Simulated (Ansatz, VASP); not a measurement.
## GaAs in VASP and in Ansatz

```xyz
2
Lattice="0.0000 2.8268 2.8268 2.8268 0.0000 2.8268 2.8268 2.8268 0.0000" Properties=species:S:1:pos:R:3 pbc="T T T"
Ga    0.0000    0.0000    0.0000
As    1.4134    1.4134    1.4134
```

Alike in both runs: functional PBE; k mesh 13 × 13 × 13; occupations fermi-dirac, width 0.02 eV; no spin polarisation.

Ansatz relaxed the structure, and its values are those at the end. VASP's run is a single point on that final structure, the one shown.

|  | VASP | Ansatz |
| --- | --- | --- |
| version | VASP 6.6.1 | Ansatz 0.2.0 |
| potentials or method | VASP PAW PBE potentials, release 64 (Ga_d, As) | plane-wave PAW, scalar-relativistic |
| plane-wave cutoff (eV) | 520 | 420 |
| valence electrons in the cell | 18 | 28 |

VASP gave:

| Property | Result |
| --- | --- |
| pressure (GPa) | 3.5 |

What did Ansatz give for the same quantities?

Pressure (GPa): 3.3.

VASP's potentials hold 18 valence electrons a cell and Ansatz's 28, so a difference there can come from the potentials and not from the codes. Ansatz's warnings: stress scf threshold loose.
